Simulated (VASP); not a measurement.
Here is a VASP 6.6.1 calculation.

The input INCAR:

```
SYSTEM = Zn
  PREC = Accurate
  ENCUT = 500
  EDIFF = 1E-6
  ISMEAR = -5
  SIGMA = 0.05
  LREAL = .FALSE.
  LASPH = .TRUE.
  NELM = 120
  ALGO = Normal
  ISIF = 2
  LWAVE = .FALSE.
  LCHARG = .TRUE.
  GGA = RE
  LELF = .TRUE.
  LVHAR = .TRUE.
  NBANDS = 19
  GGA_COMPAT = .FALSE.
```

KPOINTS

```
Automatic mesh
0
G
  11 11 6
  0 0 0
```

Contents of POSCAR:

```
Zn
1.0
    2.6700000000      0.0000000000      0.0000000000
   -1.3350000000      2.3122878281      0.0000000000
    0.0000000000      0.0000000000      4.9660000000
Zn
2
Direct
    0.6666666667      0.3333333333      0.7500000000
    0.3333333333      0.6666666667      0.2500000000
```

Potentials or basis: VASP PAW PBE potentials, release 64 (Zn).

Command:

```console
$ cat potpaw_PBE.64/Zn/POTCAR > POTCAR
$ mpirun -np 1 vasp_std > vasp.out
```

Question: Predict the pressure.

Answer: 1.8 GPa.

Question: What does it give for the band gap on the k mesh?

Answer: Zero (bands 12 and 13 overlap by 4.76 eV).

Stress tensor (GPa, compression positive):
```
 2.79  0.00  0.00
 0.00  2.79  0.00
 0.00  0.00 -0.20
```

Caveat: the PAW data sets were made with another functional, which shifts forces and pressure a little; tetrahedron occupations give inexact forces and stress in metals.
